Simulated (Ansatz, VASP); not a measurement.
Two plane-wave programs on GaAs

INCAR

```
PREC = Accurate
ENCUT = 520
EDIFF = 1E-8
ISMEAR = -1
SIGMA = 0.05
LREAL = False
LASPH = True
NELM = 60
ALGO = Normal
ISIF = 2
LWAVE = False
LCHARG = False
GGA = PE
LEFG = True
NBANDS = 16
```

KPOINTS

```
regular mesh
0
Gamma
  11 11 11
```

POSCAR

```
GaAs
1.0
    0.0000000000      2.7886446409      2.7886446409
    2.7886446409      0.0000000000      2.7886446409
    2.7886446409      2.7886446409      0.0000000000
Ga As
1 1
Direct
    0.0000000000      0.0000000000      0.0000000000
    0.7500000000      0.7500000000      0.7500000000
```

Input for Ansatz:

```yaml
crystal:
  lattice:
    - [0.0, 2.7886446409, 2.7886446409]
    - [2.7886446409, 0.0, 2.7886446409]
    - [2.7886446409, 2.7886446409, 0.0]
  atoms:
    - { symbol: Ga, position: [0.0, 0.0, 0.0] }
    - { symbol: As, position: [0.75, 0.75, 0.75] }
kpoints:
  mp_grid: { grid: [11, 11, 11] }
scf:
  occupations: { method: fermi_dirac, width: 0.05 }
hamiltonian:
  xc: pbe
  pseudopotentials: { kind: paw }
output:
  forces: true
  stress: true
  eigenvalues: true
  efg: { contact_densities: true }
  write_density: true
  write_potential: true
  elf: true
  volumetric_format: npy
```

Change from the starting cell: volume scaled by 0.96, PAW files.

Alike in both runs: task electric field gradients; functional PBE; k mesh 11 × 11 × 11; occupations fermi-dirac, width 0.05 eV; no spin polarisation.

|  | VASP | Ansatz |
| --- | --- | --- |
| version | VASP 6.6.1 | Ansatz 0.2.0 |
| potentials or method | VASP PAW PBE potentials, release 64 (Ga_d, As) | PAW with Ansatz's default frozen-core files, scalar-relativistic |
| plane-wave cutoff (eV) | 520 | 420 |
| valence electrons in the cell | 18 | 28 |

Ansatz gave:

| Property | Result |
| --- | --- |
| pressure (GPa) | 6.7 |

Q: What did VASP give for the same quantities?

A: Pressure (GPa): 6.9.

The functional is the same, so the differences come from potentials, cutoffs and numerics. VASP's potentials hold 18 valence electrons a cell and Ansatz's 28, so a difference there can come from the potentials and not from the codes.
